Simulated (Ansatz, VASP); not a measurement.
Two plane-wave programs on Nb3Tl

```
CELL_PARAMETERS angstrom
5.27799 0.00000 0.00000
0.00000 5.27799 0.00000
0.00000 0.00000 5.27799
ATOMIC_POSITIONS crystal
Nb 0.25000 0.00000 0.50000
Nb 0.50000 0.75000 0.00000
Nb 0.75000 0.00000 0.50000
Nb 0.50000 0.25000 0.00000
Nb 0.00000 0.50000 0.75000
Nb 0.00000 0.50000 0.25000
Tl 0.00000 0.00000 0.00000
Tl 0.50000 0.50000 0.50000
```

Alike in both runs: task single point; functional r2SCAN; k mesh 4 × 4 × 4; no spin polarisation.

|  | VASP | Ansatz |
| --- | --- | --- |
| version | VASP 6.6.1 | Ansatz 0.2.0 |
| potentials or method | VASP PAW PBE potentials, release 64 (Nb_sv, Tl_d), cutoff 520 eV | PAW plane waves |
| occupations | fermi-dirac, width 0.1 eV | fermi-dirac |
| valence electrons in the cell | 104 | 104 |

|  | VASP | Ansatz | Ansatz less VASP |
| --- | --- | --- | --- |
| gap on the k mesh at the Fermi level (eV) | none | none | - |
| pressure (GPa) | 4.5 | 4.6 | +0.07 |

VASP's potentials were made for PBE, not for r2SCAN. A gap of «none» marks a metal or a gap that the smearing closes.

Spin-orbit coupling is off throughout.
